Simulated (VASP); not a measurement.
# WC in VASP: further runs, part 2 of 2

VASP 6.6.1.

**3. Single point, revPBE+D3(BJ) (atoms moved at random)**

File INCAR:

```
SYSTEM = WC
PREC = Accurate ; ENCUT = 910
EDIFF = 1E-6 ; ISMEAR = 0
SIGMA = 0.1 ; LREAL = .FALSE.
LASPH = .TRUE. ; NELM = 120
ALGO = Normal ; ISIF = 2
LWAVE = .FALSE. ; LCHARG = .FALSE.
GGA = RE ; IVDW = 12
NBANDS = 16 ; GGA_COMPAT = .FALSE.
```

File KPOINTS:

```
regular mesh
0
G
  8 8 7
  0 0 0
```

File POSCAR:

```
WC
1.0
    2.9065000000      0.0000000000      0.0000000000
   -1.4532500000      2.5171028361      0.0000000000
    0.0000000000      0.0000000000      2.8366000000
W C
1 1
Direct
    0.0384416588      0.0174565853      0.0152536613
    0.7051103412      0.3506744147      0.5154003387
```

Potentials or basis: VASP PAW PBE potentials, release 64 (W_sv, C_h).

Started as:

```
$ cat potpaw_PBE.64/W_sv/POTCAR potpaw_PBE.64/C_h/POTCAR > POTCAR
$ mpirun -np 1 vasp_std > vasp.out
```

OUTCAR:

```text
SYSTEM = WC
   PREC = Accurate
   ENCUT = 910
   EDIFF = 1E-6
   ISMEAR = 0
   LREAL = .FALSE.
   LASPH = .TRUE.
   NELM = 120
   ISIF = 2
   GGA = RE
   IVDW = 12
 IVDW          = 12

 ion  position               nearest neighbor table
   1  0.038  0.017  0.015-   2 2.20   2 2.20   2 2.20   2 2.20   2 2.20   2 2.20
   2  0.705  0.351  0.515-   1 2.20   1 2.20   1 2.20   1 2.20   1 2.20   1 2.20

  LATTYP: Found a hexagonal cell.
 ALAT       =     2.9065000000
 C/A-ratio  =     0.9759504559

  Lattice vectors:

 A1 = (   2.9065000000,   0.0000000000,   0.0000000000)
 A2 = (  -1.4532500000,   2.5171028361,   0.0000000000)
 A3 = (   0.0000000000,   0.0000000000,   2.8366000000)

Analysis of symmetry for initial positions (statically):
=====================================================================
 Subroutine PRICEL returns:
 Original cell was already a primitive cell.

 Routine SETGRP: Setting up the symmetry group for a
 hexagonal supercell.

 Subroutine GETGRP returns: Found  1 space group operations
 (whereof  1 operations were pure point group operations)
 out of a pool of 24 trial point group operations.

The static configuration has the point symmetry C_1 .

Analysis of symmetry for dynamics (positions and initial velocities):
=====================================================================
 Subroutine PRICEL returns:
 Original cell was already a primitive cell.

 Routine SETGRP: Setting up the symmetry group for a
 hexagonal supercell.

 Subroutine GETGRP returns: Found  1 space group operations
 (whereof  1 operations were pure point group operations)
 out of a pool of 24 trial point group operations.

The dynamic configuration has the point symmetry C_1 .

 Subroutine INISYM returns: Found  1 space group operations
 (whereof  1 operations are pure point group operations),
 and found     1 'primitive' translations

----------------------------------------------------------------------------------------

                                     Primitive cell

  volume of cell :      20.7525

  direct lattice vectors                    reciprocal lattice vectors
     2.906500000  0.000000000  0.000000000     0.344056425  0.198641070  0.000000000
    -1.453250000  2.517102836  0.000000000     0.000000000  0.397282139  0.000000000
     0.000000000  0.000000000  2.836600000     0.000000000  0.000000000  0.352534725

  length of vectors
     2.906500000  2.906500000  2.836600000     0.397282139  0.397282139  0.352534725

  position of ions in fractional coordinates (direct lattice)
     0.038441659  0.017456585  0.015253661
     0.705110341  0.350674415  0.515400339

  ion indices of the primitive-cell ions
   primitive index   ion index
                 1           1
                 2           2

----------------------------------------------------------------------------------------

 KPOINTS: regular mesh

Automatic generation of k-mesh.
 Grid dimensions read from file:
 generate k-points for:    8    8    7

 Generating k-lattice:

  Cartesian coordinates                     Fractional coordinates (reciprocal lattice)
     0.043007053  0.024830134  0.000000000     0.125000000  0.000000000  0.000000000
     0.000000000  0.049660267  0.000000000     0.000000000  0.125000000  0.000000000
     0.000000000  0.000000000  0.050362104     0.000000000  0.000000000  0.142857143

  Length of vectors
     0.049660267  0.049660267  0.050362104

  Shift w.r.t. Gamma in fractional coordinates (k-lattice)
     0.000000000  0.000000000  0.000000000

 Subroutine IBZKPT returns following result:
 ===========================================

 Found    226 irreducible k-points:

 Following reciprocal coordinates:
            Coordinates               Weight
  0.000000  0.000000  0.000000      1.000000
  0.125000  0.000000  0.000000      2.000000
  0.000000  0.125000  0.000000      2.000000
 -0.125000  0.125000  0.000000      2.000000
  0.250000  0.000000  0.000000      2.000000
  0.000000  0.250000  0.000000      2.000000
[... 16 lines left out ...]
  0.375000  0.125000  0.000000      2.000000
 -0.125000  0.500000  0.000000      2.000000
 [... further k-points ...]
   k-points           NKPTS =    226   k-points in BZ     NKDIM =    226   number of bands    NBANDS=     16
   number of dos      NEDOS =    301   number of ions     NIONS =      2
   total plane-waves  NPLWV =  25200
   dimension x,y,z NGX =    30 NGY =   30 NGZ =   28
   dimension x,y,z NGXF=    60 NGYF=   60 NGZF=   56
   ions per type =               1   1
   NGX,Y,Z   is equivalent  to a cutoff of  17.16, 17.16, 16.41 a.u.
   NGXF,Y,Z  is equivalent  to a cutoff of  34.32, 34.32, 32.82 a.u.
 SYSTEM =  WC
   PREC   = accura    normal or accurate (medium, high low for compatibility)
   ISTART =      0    job   : 0-new  1-cont  2-samecut
   ICHARG =      2    charge: 1-file 2-atom 10-const
   ISPIN  =      1    spin polarized calculation?
   LNONCOLLINEAR =      F non collinear calculations
   LSORBIT =      F    spin-orbit coupling
   LASPH  =      T    aspherical Exc in radial PAW
   ENCUT  =  910.0 eV  66.88 Ry    8.18 a.u.   7.15  7.15  6.98*2*pi/ulx,y,z
   NELM   =    120;   NELMIN=  2; NELMDL= -5     # of ELM steps
   EDIFF  = 0.1E-05   stopping-criterion for ELM
   LREAL  =      F    real-space projection
   EDIFFG = 0.1E-04   stopping-criterion for IOM
   NSW    =      0    number of steps for IOM
   IBRION =     -1    ionic relax: 0-MD 1-quasi-New 2-CG
   NFREE  =      0    steps in history (QN), initial steepest desc. (CG)
   ISIF   =      2    stress and relaxation
   ISYM   =      2    0-nonsym 1-usesym 2-fastsym
   POTIM  = 0.5000    time-step for ionic-motion
   TEBEG  =    0.0;   TEEND  =   0.0 temperature during run
   PSTRESS=    0.0 pullay stress
   NELECT =      18.0000    total number of electrons
   NUPDOWN=      -1.0000    fix difference up-down
   EMIN   =  10.00;   EMAX   =-10.00  energy-range for DOS
   EFERMI =   0.00;   METHOD = LEGACY
   ISMEAR =     0;   SIGMA  =   0.10  broadening in eV -4-tet -1-fermi 0-gaus
   EFERMI_NEDOS =   21; number of points for ismear=-14 and -15
   IALGO  =     38    algorithm
   IMIX   =      4    mixing-type and parameters
     AMIX     =   0.40;   BMIX     =  1.00
     AMIX_MAG =   1.60;   BMIX_MAG =  1.00
  volume/ion in A,a.u.               =      10.38        70.02
  Fermi-wavevector in a.u.,A,eV,Ry     =   1.561262  2.950358 33.164744  2.437540
  Thomas-Fermi vector in A             =   2.664353
   LORBIT       =      0    0 simple, 1 ext, 2 COOP (PROOUT), +10 PAW based schemes
   GGA     = RE    functional components
   LHFCALC =     F    Hartree Fock is set to
   AEXX    =    0.0000 exact exchange contribution
   IVDW    =    12    specifies the selected vdW correction
   LEPSILON=     F    determine dielectric tensor
   LRPA    =     F    only Hartree local field effects (RPA)
 non-spin polarized calculation
 Gauss-broadening in eV      SIGMA  =   0.10
  energy-cutoff  :      910.00
  volume of cell :       20.75
 maximum number of plane-waves:      1310
 NGX is ok and might be reduce to    30
   NGX = 15   NGY = 15   NGZ = 13

 number of electron      18.0000001 magnetization

 Free energy of the ion-electron system (eV)
  ---------------------------------------------------
  ext. energy  EPLUGINS =         0.00000000
  ---------------------------------------------------
  free energy    TOTEN  =       -21.59110574 eV

  energy without entropy =      -21.59010150  energy(sigma->0) =      -21.59060362

 E-fermi :  11.6164     XC(G=0): -13.7997

 val. band max:       11.5638047694   @ k =   0.0000   0.0000   0.0000
 cond. band min:      11.6249434536   @ k =   0.0000   0.0000   0.1429
 fundamental gap:      0.0611386843
 Fermi energy:        11.6164076534

 k-point     1 :       0.0000    0.0000    0.0000
  band No.  band energies     occupation
      1     -62.5392      2.00000
      2     -26.5283      2.00000
      3     -26.4099      2.00000
      4     -26.4098      2.00000
      5      -3.0123      2.00000
      6       7.1648      2.00000
[... 8 lines left out ...]
     15      25.8119      0.00000
     16      28.1903      0.00000
[... 419 lines left out ...]
 k-point    24 :      -0.1250    0.5000    0.0000
  band No.  band energies     occupation
      1     -62.4811      2.00000
      2     -27.1587      2.00000
      3     -26.6677      2.00000
      4     -26.4172      2.00000
      5       0.3597      2.00000
      6       4.6308      2.00000
[... 8 lines left out ...]
     15      25.5125      0.00000
     16      28.8804      0.00000

 [... further k-points ...]

------------------------ aborting loop because EDIFF is reached ----------------------------------------

 Edisp (eV)   -1.72579

 E8    (eV) :    -1.2257

  FORCE on cell =-STRESS in cart. coord.  units (eV):
  Direction    XX          YY          ZZ          XY          YZ          ZX
  --------------------------------------------------------------------------------------
  -------------------------------------------------------------------------------------
  Total      -0.53879    -0.54220    -0.55846    -0.00101    -0.00000     0.00001
  in kB     -41.59681   -41.86022   -43.11531    -0.07825    -0.00004     0.00094
  external pressure =      -42.19 kB  Pullay stress =        0.00 kB

 VOLUME and BASIS-vectors are now :
 -----------------------------------------------------------------------------
  energy-cutoff  :      910.00
  volume of cell :       20.75
      direct lattice vectors                 reciprocal lattice vectors
     2.906500000  0.000000000  0.000000000     0.344056425  0.198641070  0.000000000
    -1.453250000  2.517102836  0.000000000     0.000000000  0.397282139  0.000000000
     0.000000000  0.000000000  2.836600000     0.000000000  0.000000000  0.352534725

 POSITION                                       TOTAL-FORCE (eV/Angst)
 -----------------------------------------------------------------------------------
      0.08636      0.04394      0.04327         0.002717     -0.004578      0.006070
      1.53979      0.88268      1.46198        -0.002717      0.004578     -0.006070
 -----------------------------------------------------------------------------------
    total drift:                                0.000018      0.000003      0.000003

  FREE ENERGIE OF THE ION-ELECTRON SYSTEM (eV)
  ---------------------------------------------------
  free  energy   TOTEN  =       -23.3168988811 eV

  energy  without entropy=      -23.3158946436  energy(sigma->0) =      -23.31639676
```

stdout:

```text
POSCAR found type information on POSCAR W C
 POSCAR found :  2 types and       2 ions
 scaLAPACK will be used
 -----------------------------------------------------------------------------
|                                                                             |
|                                                                             |
|     You enforced a specific xc type in the INCAR file but a different       |
|     I HOPE YOU KNOW WHAT YOU ARE DOING!                                     |
|                                                                             |
 -----------------------------------------------------------------------------

 LDA part: xc-table for (Slater+PW92), standard interpolation
 POSCAR, INCAR and KPOINTS ok, starting setup
 FFT: planning ... GRIDC
 FFT: planning ... GRID_SOFT
 FFT: planning ... GRID
 WAVECAR not read
 entering main loop
```

Wall time 2.3 min (1 thread of Intel Xeon Platinum 8259CL at 2.50GHz (Skylake/Cascade Lake), shared host); peak memory 0.31 GiB.

What came out:

```yaml
Free_energy: -23.3169 eV
Pressure: -4.2 GPa
Largest_force: 0.008 eV/Å
Band_gap_on_the_k_mesh: zero (bands 9 and 10 overlap by 0.94 eV)
Dispersion_energy_per_atom: -0.863 eV
```

Forces in eV/Å, atoms in the order of the input:
```
W    0.003 -0.005  0.006
C   -0.003  0.005 -0.006
```

Stress tensor (GPa, compression positive):
```
-4.16 -0.01  0.00
-0.01 -4.19  0.00
 0.00  0.00 -4.31
```

Levels at points of the mesh, in eV from the Fermi level:
```csv
k point,band 6,band 7,band 8,band 9,band 10,band 11,band 12,band 13
"(0.00, 0.00, 0.00)",-4.45,-3.47,-3.47,-0.05,3.10,3.10,5.50,5.50
"(0.50, 0.00, 0.00)",-7.19,-3.75,-3.71,-0.61,2.21,4.41,4.76,6.73
"(0.00, 0.50, 0.00)",-7.19,-3.75,-3.71,-0.61,2.21,4.41,4.76,6.73
"(0.50, 0.50, 0.00)",-7.19,-3.76,-3.71,-0.61,2.21,4.41,4.76,6.74
```

Caveat: the cell differs from its parent crystal (atoms moved at random); the cutoff is under 1.25 times the usual one of these potentials, so pressure, stress and relaxed cells hold a basis-set (Pulay) error; the cell stands under tension; the PAW data sets were made with another functional, which shifts forces and pressure a little; spin-orbit coupling is left out, which moves the levels of the heavy elements.
